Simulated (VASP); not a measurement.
# Sn2Ge (I4_1/amd) in VASP: single point with PBEsol

Aim: the single point of Sn2Ge with PBEsol.

All numbers are computed with VASP 6.6.1; they aren't measurements. Logs are shortened: lines on timing, memory, paths and dates and some standing lists are left out, and cuts for length are marked.

### 1 The cell of the first run

The structure is tetragonal, space group I4_1/amd (No. 141). The conventional cell has a = 4.374 Å, b = 4.374 Å, c = 14.050 Å, α = 90.00°, β = 90.00°, γ = 90.00°. Within 3.4 Å of Sn (site symmetry 2mm) lie 3 Sn at 2.36 to 2.47 Å and 6 Ge at 3.20 to 3.31 Å. Ge (site symmetry -4m2) has 12 Sn at 3.20 to 3.31 Å and 4 Ge at 4.14 Å within 4.2 Å.

### 2 Single point, PBEsol

POSCAR reads:

```
Sn2Ge
1.0
    0.0000000000      4.3743320000      0.0000000000
    4.3743320000      0.0000000000      0.0000000000
    2.1871660000      2.1871660000     -7.0248860000
Sn Ge
4 2
Direct
    0.4160000000      0.4160000000      0.1680000000
    0.1660000000      0.6660000000      0.6680000000
    0.3340000000      0.8340000000      0.3320000000
    0.5840000000      0.5840000000      0.8320000000
    0.0000000000      0.0000000000      0.0000000000
    0.7500000000      0.2500000000      0.5000000000
```

INCAR.step1 reads:

```
SYSTEM = Sn2Ge
PREC = Accurate ; ENCUT = 520
EDIFF = 1E-6 ; ISMEAR = -1
SIGMA = 0.1 ; LREAL = .FALSE.
LASPH = .TRUE. ; NELM = 80
ALGO = Normal ; ISIF = 2
LWAVE = .FALSE. ; LCHARG = .TRUE.
GGA = PS ; NBANDS = 51
```

KPOINTS.step1 reads:

```
regular mesh
0
G
  8 8 8
  0 0 0
```

INCAR.step2 reads:

```
SYSTEM = Sn2Ge
PREC = Accurate ; ENCUT = 520
EDIFF = 1E-6 ; ISMEAR = -5
SIGMA = 0.1 ; LREAL = .FALSE.
LASPH = .TRUE. ; NELM = 80
ALGO = Normal ; ISIF = 2
LWAVE = .FALSE. ; LCHARG = .FALSE.
GGA = PS ; LORBIT = 11
NBANDS = 51 ; NEDOS = 2001
ICHARG = 11
```

KPOINTS.step2 reads:

```
regular mesh
0
G
  12 12 12
  0 0 0
```

Potentials or basis: VASP PAW PBE potentials, release 64 (Sn_d, Ge_d).

Run with:

```console
> cat potpaw_PBE.64/Sn_d/POTCAR potpaw_PBE.64/Ge_d/POTCAR > POTCAR
> cp INCAR.step1 INCAR
> cp KPOINTS.step1 KPOINTS
> mpirun -np 1 vasp_std > vasp.out
> cp INCAR.step2 INCAR
> cp KPOINTS.step2 KPOINTS
> mpirun -np 1 vasp_std > vasp.out
```

OUTCAR:

```text
SYSTEM = Sn2Ge
   PREC = Accurate
   ENCUT = 520
   EDIFF = 1E-6
   ISMEAR = -5
   LREAL = .FALSE.
   LASPH = .TRUE.
   NELM = 80
   ISIF = 2
   GGA = PS
   LORBIT = 11
   ICHARG = 11

 ion  position               nearest neighbor table
   1  0.416  0.416  0.168-   4 2.36   3 2.47   3 2.47   6 3.20   6 3.20   5 3.31   5 3.31   5 3.31
                             5 3.31
   2  0.166  0.666  0.668-   3 2.36   4 2.47   4 2.47   5 3.20   5 3.20   6 3.31   6 3.31   6 3.31
                             6 3.31
   3  0.334  0.834  0.332-   2 2.36   1 2.47   1 2.47   5 3.20   5 3.20   6 3.31   6 3.31   6 3.31
                             6 3.31
   4  0.584  0.584  0.832-   1 2.36   2 2.47   2 2.47   6 3.20   6 3.20   5 3.31   5 3.31   5 3.31
                             5 3.31
   5  0.000  0.000  0.000-   2 3.20   3 3.20   3 3.20   2 3.20   4 3.31   1 3.31   4 3.31   1 3.31
                             1 3.31   4 3.31   4 3.31   1 3.31
   6  0.750  0.250  0.500-   1 3.20   4 3.20   4 3.20   1 3.20   2 3.31   3 3.31   3 3.31   2 3.31
                             3 3.31   2 3.31   3 3.31   2 3.31

  LATTYP: Found a body centered tetragonal cell.
 ALAT       =     4.3743320000
 C/A-ratio  =     3.2118668633

  Lattice vectors:

 A1 = (  -2.1871660000,   2.1871660000,   7.0248860000)
 A2 = (   2.1871660000,  -2.1871660000,   7.0248860000)
 A3 = (   2.1871660000,   2.1871660000,  -7.0248860000)

Analysis of symmetry for initial positions (statically):
=====================================================================
 Subroutine PRICEL returns:
 Original cell was already a primitive cell.

 Routine SETGRP: Setting up the symmetry group for a
 body centered tetragonal supercell.

 Subroutine GETGRP returns: Found 16 space group operations
 (whereof  8 operations were pure point group operations)
 out of a pool of 16 trial point group operations.

The static configuration has the point symmetry D_2d.
 The point group associated with its full space group is D_4h.

Analysis of symmetry for dynamics (positions and initial velocities):
=====================================================================
 Subroutine PRICEL returns:
 Original cell was already a primitive cell.

 Routine SETGRP: Setting up the symmetry group for a
 body centered tetragonal supercell.

 Subroutine GETGRP returns: Found 16 space group operations
 (whereof  8 operations were pure point group operations)
 out of a pool of 16 trial point group operations.

The dynamic configuration has the point symmetry D_2d.
 The point group associated with its full space group is D_4h.

 Subroutine INISYM returns: Found 16 space group operations
 (whereof  8 operations are pure point group operations),
 and found     1 'primitive' translations

----------------------------------------------------------------------------------------

                                     Primitive cell

  volume of cell :     134.4197

  direct lattice vectors                    reciprocal lattice vectors
     0.000000000  4.374332000  0.000000000     0.000000000  0.228606333  0.071175532
     4.374332000  0.000000000  0.000000000     0.228606333  0.000000000  0.071175532
     2.187166000  2.187166000 -7.024886000     0.000000000  0.000000000 -0.142351064

  length of vectors
     4.374332000  4.374332000  7.675702804     0.239430182  0.239430182  0.142351064

  position of ions in fractional coordinates (direct lattice)
     0.416000000  0.416000000  0.168000000
     0.166000000  0.666000000  0.668000000
     0.334000000  0.834000000  0.332000000
     0.584000000  0.584000000  0.832000000
     0.000000000  0.000000000  0.000000000
     0.750000000  0.250000000  0.500000000

  ion indices of the primitive-cell ions
   primitive index   ion index
                 1           1
                 2           2
                 3           3
                 4           4
                 5           5
                 6           6

----------------------------------------------------------------------------------------

 KPOINTS: regular mesh

Automatic generation of k-mesh.
 Grid dimensions read from file:
 generate k-points for:   12   12   12

 Generating k-lattice:

  Cartesian coordinates                     Fractional coordinates (reciprocal lattice)
     0.000000000  0.019050528  0.005931294     0.083333333  0.000000000  0.000000000
     0.019050528  0.000000000  0.005931294     0.000000000  0.083333333  0.000000000
     0.000000000  0.000000000 -0.011862589     0.000000000  0.000000000  0.083333333

  Length of vectors
     0.019952515  0.019952515  0.011862589

  Shift w.r.t. Gamma in fractional coordinates (k-lattice)
     0.000000000  0.000000000  0.000000000

 TETIRR: Found   4878 inequivalent tetrahedra from    10368

 Subroutine IBZKPT returns following result:
 ===========================================

 Found    163 irreducible k-points:

 Following reciprocal coordinates:
            Coordinates               Weight
  0.000000  0.000000  0.000000      1.000000
  0.083333  0.000000  0.000000      8.000000
  0.166667  0.000000  0.000000      8.000000
  0.250000  0.000000  0.000000      8.000000
  0.333333  0.000000  0.000000      8.000000
  0.416667  0.000000 -0.000000      8.000000
[... 16 lines left out ...]
  0.500000  0.166667  0.000000     16.000000
 -0.416667  0.166667  0.000000     16.000000
 [... further k-points ...]
   k-points           NKPTS =    163   k-points in BZ     NKDIM =    163   number of bands    NBANDS=     51
   number of dos      NEDOS =   2001   number of ions     NIONS =      6
   total plane-waves  NPLWV =  77760
   dimension x,y,z NGX =    36 NGY =   36 NGZ =   60
   dimension x,y,z NGXF=    72 NGYF=   72 NGZF=  120
   ions per type =               4   2
   NGX,Y,Z   is equivalent  to a cutoff of  13.68, 13.68, 13.00 a.u.
   NGXF,Y,Z  is equivalent  to a cutoff of  27.36, 27.36, 25.99 a.u.
 SYSTEM =  Sn2Ge
   PREC   = accura    normal or accurate (medium, high low for compatibility)
   ISTART =      0    job   : 0-new  1-cont  2-samecut
   ICHARG =     11    charge: 1-file 2-atom 10-const
   ISPIN  =      1    spin polarized calculation?
   LNONCOLLINEAR =      F non collinear calculations
   LSORBIT =      F    spin-orbit coupling
   LASPH  =      T    aspherical Exc in radial PAW
   ENCUT  =  520.0 eV  38.22 Ry    6.18 a.u.   8.13  8.13 14.27*2*pi/ulx,y,z
   NELM   =     80;   NELMIN=  2; NELMDL=  0     # of ELM steps
   EDIFF  = 0.1E-05   stopping-criterion for ELM
   LREAL  =      F    real-space projection
   EDIFFG = 0.1E-04   stopping-criterion for IOM
   NSW    =      0    number of steps for IOM
   IBRION =     -1    ionic relax: 0-MD 1-quasi-New 2-CG
   NFREE  =      0    steps in history (QN), initial steepest desc. (CG)
   ISIF   =      2    stress and relaxation
   ISYM   =      2    0-nonsym 1-usesym 2-fastsym
   POTIM  = 0.5000    time-step for ionic-motion
   TEBEG  =    0.0;   TEEND  =   0.0 temperature during run
   PSTRESS=    0.0 pullay stress
   NELECT =      84.0000    total number of electrons
   NUPDOWN=      -1.0000    fix difference up-down
   EMIN   =  10.00;   EMAX   =-10.00  energy-range for DOS
   EFERMI =   0.00;   METHOD = LEGACY
   ISMEAR =    -5;   SIGMA  =   0.10  broadening in eV -4-tet -1-fermi 0-gaus
   EFERMI_NEDOS =   21; number of points for ismear=-14 and -15
   IALGO  =     38    algorithm
   IMIX   =      4    mixing-type and parameters
     AMIX     =   0.40;   BMIX     =  1.00
     AMIX_MAG =   1.60;   BMIX_MAG =  1.00
  volume/ion in A,a.u.               =      22.40       151.18
  Fermi-wavevector in a.u.,A,eV,Ry     =   1.399631  2.644920 26.653378  1.958968
  Thomas-Fermi vector in A             =   2.522672
   LORBIT       =     11    0 simple, 1 ext, 2 COOP (PROOUT), +10 PAW based schemes
   GGA     = PS    functional components
   LHFCALC =     F    Hartree Fock is set to
   AEXX    =    0.0000 exact exchange contribution
   IVDW    =     0    specifies the selected vdW correction
   LEPSILON=     F    determine dielectric tensor
   LRPA    =     F    only Hartree local field effects (RPA)
 non-spin polarized calculation
 Fermi weights with tetrahedron method with Bloechl corrections
  energy-cutoff  :      520.00
  volume of cell :      134.42
 maximum number of plane-waves:      3671
 NGX is ok and might be reduce to    36

 number of electron      84.0000003 magnetization

 Free energy of the ion-electron system (eV)
  ---------------------------------------------------
  ext. energy  EPLUGINS =         0.00000000
  ---------------------------------------------------
  free energy    TOTEN  =       -19.65713602 eV

  energy without entropy =      -19.65713602  energy(sigma->0) =      -19.65713602

 E-fermi :   8.8648     XC(G=0): -11.0201

 val. band max:        8.9165591501   @ k =  -0.3333   0.1667  -0.0000
 cond. band min:       8.6627504224   @ k =  -0.4167   0.4167   0.0000
 fundamental gap:     -0.2538087278
 Fermi energy:         8.8647983875

 k-point     1 :       0.0000    0.0000    0.0000
  band No.  band energies     occupation
      1     -16.0753      2.00000
      2     -16.0743      2.00000
      3     -16.0690      2.00000
      4     -16.0690      2.00000
      5     -16.0677      2.00000
      6     -16.0677      2.00000
[... 43 lines left out ...]
     50      12.8901      0.00000
     51      12.9829      0.00000

 k-point     2 :       0.0833    0.0000    0.0000
  band No.  band energies     occupation
      1     -16.0753      2.00000
      2     -16.0742      2.00000
      3     -16.0691      2.00000
      4     -16.0691      2.00000
      5     -16.0678      2.00000
      6     -16.0677      2.00000
[... 1180 lines left out ...]
 k-point    24 :      -0.4167    0.1667    0.0000
  band No.  band energies     occupation
      1     -16.0749      2.00000
      2     -16.0740      2.00000
      3     -16.0697      2.00000
      4     -16.0690      2.00000
      5     -16.0686      2.00000
      6     -16.0678      2.00000
[... 43 lines left out ...]
     50      13.4633      0.00000
     51      14.0244      0.00000

 [... further k-points ...]

------------------------ aborting loop because EDIFF is reached ----------------------------------------

  FORCE on cell =-STRESS in cart. coord.  units (eV):
  Direction    XX          YY          ZZ          XY          YZ          ZX
  --------------------------------------------------------------------------------------
  -------------------------------------------------------------------------------------
  Total       14.6177266     14.6177266     35.8415524      0.0000000      0.0000000      0.0000000
  in kB      174.2318921    174.2318921    427.2033309      0.0000000      0.0000000      0.0000000
  external PRESSURE =     258.5557050 kB  Pullay stress =       0.0000000 kB

 VOLUME and BASIS-vectors are now :
 -----------------------------------------------------------------------------
  energy-cutoff  :      520.00
  volume of cell :      134.42
      direct lattice vectors                 reciprocal lattice vectors
     0.000000000  4.374332000  0.000000000     0.000000000  0.228606333  0.071175532
     4.374332000  0.000000000  0.000000000     0.228606333  0.000000000  0.071175532
     2.187166000  2.187166000 -7.024886000     0.000000000  0.000000000 -0.142351064

 POSITION                                       TOTAL-FORCE (eV/Angst)
 -----------------------------------------------------------------------------------
      2.18717      2.18717     -1.18018         0.000000      0.000000     -2.325884
      4.37433      2.18717     -4.69262         0.000000      0.000000     -2.325884
      4.37433      2.18717     -2.33226        -0.000000      0.000000      2.325884
      4.37433      4.37433     -5.84471         0.000000     -0.000000      2.325884
      0.00000      0.00000      0.00000        -0.000000     -0.000000      0.000000
      2.18717      4.37433     -3.51244         0.000000      0.000000      0.000000
 -----------------------------------------------------------------------------------
    total drift:                                0.000000      0.000000     -0.000000

  FREE ENERGIE OF THE ION-ELECTRON SYSTEM (eV)
  ---------------------------------------------------
  free  energy   TOTEN  =       -19.6571360246 eV

  energy  without entropy=      -19.6571360246  energy(sigma->0) =      -19.65713602

 total charge

# of ion       s       p       d       tot
------------------------------------------
    1        1.214   1.456  10.080  12.750
    2        1.214   1.456  10.080  12.750
    3        1.214   1.456  10.080  12.750
    4        1.214   1.456  10.080  12.750
    5        1.301   0.838   9.995  12.134
    6        1.301   0.838   9.995  12.134
--------------------------------------------------
tot          7.458   7.502  60.309  75.269
```

It took 23 min on 1 thread of Oxide Virtual Turin-like, shared host; peak memory 0.83 GiB.

Results:

| Property | Result |
| --- | --- |
| Valence electrons inside the program's atomic spheres | Sn 12.75; Ge 12.13 |

Caveat: the PAW data sets were made with another functional, which shifts forces and pressure a little; spin-orbit coupling is left out, which moves the levels of the heavy elements; tetrahedron occupations give inexact forces and stress in metals.
